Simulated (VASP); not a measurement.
Here is a VASP 6.6.1 calculation.

File INCAR:

```
PREC = Accurate ; ENCUT = 520
EDIFF = 1E-6 ; ISMEAR = -1
SIGMA = 0.05 ; LREAL = F
LASPH = T ; NELM = 80
ALGO = Normal ; ISIF = 2
LWAVE = F ; LCHARG = F
GGA = PE ; NBANDS = 36
```

The input KPOINTS:

```
Automatic mesh
0
Gamma
  2 3 3
```

File POSCAR:

```
LiTe6Ru
1.0
    7.2670950000     -0.4310290000     -1.2040560000
   -0.0820200000      6.2616440000     -0.4102350000
   -0.2955070000     -1.4635170000      6.1933100000
Li Ru Te
1 1 6
Direct
    0.3750635796      0.4079076743      0.4390084717
    0.0369847873      0.4486805171      0.3302026230
    0.4940814508      0.9331931810      0.4650899503
    0.7752309749      0.3580705757      0.8965276386
    0.4363614088      0.0210150375      0.9255623691
    0.8638582013      0.8624854316      0.2722221819
    0.9804922125      0.8090973733      0.7532677344
    0.2922010229      0.4837154611      0.9830469340
```

Potentials or basis: VASP PAW PBE potentials, release 64 (Li_sv, Ru_pv, Te).

Command:

```bash
$ cat potpaw_PBE.64/Li_sv/POTCAR potpaw_PBE.64/Ru_pv/POTCAR potpaw_PBE.64/Te/POTCAR > POTCAR
$ mpirun -np 1 vasp_std > vasp.out
```

**Question.** What does it give for the largest force?

**Answer.** 2.704 eV/Å.

**Question.** What does it give for the band gap on the k mesh?

**Answer.** Zero (an odd number of electrons rules out a gap without spin polarisation).

Forces in eV/Å, atoms in the order of the input:
```
Li   0.467 -0.099  0.043
Ru  -1.663  1.865 -1.034
Te   0.176 -0.152  0.178
Te   0.551 -0.388  1.149
Te  -0.114  0.663 -0.166
Te   0.804 -0.520  0.193
Te   0.512 -0.852 -0.946
Te  -0.732 -0.516  0.583
```

Caveat: the k points lie up to 0.44 Å⁻¹ apart, too coarse for converged energies and pressures of a metal; spin-orbit coupling is left out, which moves the levels of the heavy elements.
